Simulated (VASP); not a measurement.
ScAlSbP3: single point with PBE

ScAlSbP3:

```xyz
6
Lattice="6.0861 0.0000 0.0000 -3.0430 5.2707 0.0000 0.0000 0.0000 3.8475" Properties=species:S:1:pos:R:3 pbc="T T T"
Sc    0.0000    0.0000    0.0000
Al    0.0000    3.5138    0.0000
Sb    3.0430    1.7569    0.0000
P    -1.3479    2.7356    1.9237
P     1.3479    2.7356    1.9237
P     0.0000    5.0702    1.9237
```

```
Program                : VASP 6.6.1
Task                   : single point
Functional             : PBE
Potentials or basis    : VASP PAW PBE potentials, release 64 (Sc_sv, Al, Sb, P)
Cutoff                 : 520 eV
k mesh                 : 3 × 3 × 4
Occupations            : gaussian, width 0.1 eV
Spin                   : no spin polarisation
Dipole correction      : no
Further INCAR settings : ALGO = Normal; EDIFF = 1e-07; NBANDS = 26
```

```json
{"Pressure": "0.2 GPa", "Largest force": "0.017 eV/Å", "Band gap on the k mesh": "zero (band 17 reaches 7.68 eV, above the bottom of band 18 at 6.63 eV)"}
```

Forces on the atoms (eV/Å):
```
Sc   0.000  0.000  0.000
Al   0.000  0.000  0.000
Sb   0.000  0.000  0.000
P   -0.015 -0.009  0.000
P    0.015 -0.009  0.000
P    0.000  0.017  0.000
```

Levels at points of the mesh, in eV from the Fermi level:
```tsv
k point	band 13	band 14	band 15	band 16	band 17	band 18	band 19	band 20	band 21	band 22
(0.00, 0.00, 0.00)	-1.36	-1.03	-1.03	0.08	0.08	0.08	0.10	0.99	0.99	1.18
(0.00, 0.00, 0.50)	-3.88	-3.88	-0.83	-0.83	0.72	0.97	0.97	1.17	1.17	1.18
```

Run time: 34 s on 1 thread of Intel(R) Xeon(R) Platinum 8375C CPU @ 2.90GHz (Ice Lake), with other jobs on the host, peak memory 0.26 GiB.

Caveat: the k points lie up to 0.41 Å⁻¹ apart; spin-orbit coupling is left out, which moves the levels of the heavy elements.
